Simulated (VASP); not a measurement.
Runs of VASP 6.6.1 on Mg3Sb2. The structure is that of space group P-3m1 (No. 164), or close to it. The cells are those of the table. 

```tsv
task	level	cell	cutoff (eV)	grid for exact exchange (PRECFOCK)	share of exact exchange	screening parameter	gap on the mesh (eV)	pressure (GPa)	largest force (eV/Å)
relaxation of the atoms	r2SCAN	atoms relaxed from a = 4.661, b = 4.661, c = 7.387 Å, angles 90.0, 90.0, 120.0°, 5 atoms	580	-	-	-	(b)	-2.5	0.01
single point	HSE06	a = 4.572, b = 4.572, c = 7.245 Å, angles 90.0, 90.0, 120.0°, 5 atoms	520	Normal	0.25	0.2079 1/Å	0.71	-0.7	0.02
relaxation of the atoms	r2SCAN	atoms relaxed from a = 4.632, b = 4.632, c = 7.340 Å, angles 90.0, 90.0, 120.0°, 5 atoms	580	-	-	-	0.61	-1.8	0.01
relaxation of the atoms	r2SCAN	atoms relaxed from a = 4.572, b = 4.572, c = 7.245 Å, angles 90.0, 90.0, 120.0°, 5 atoms	580	-	-	-	(a)	-0.1	0.01
```

Alike in all rows: potentials or basis VASP PAW PBE potentials, release 64 (Mg, Sb); no spin polarisation; k mesh 6 × 6 × 4; smearing fermi-dirac 0.02 eV.

Question: Estimate the missing entries.

Answer: (a) 0.56; (b) 0.62.

Caveats: the PAW data sets were made with another functional, which shifts forces and pressure a little; spin-orbit coupling is left out, which moves the levels of the heavy elements; semilocal functionals underestimate gaps, and a narrow one can read as zero (at least some runs); the relaxation stopped at its first step, so nothing moved (at least some runs).

A k mesh can miss the band edges, and the runs leave out spin-orbit coupling on Sb.
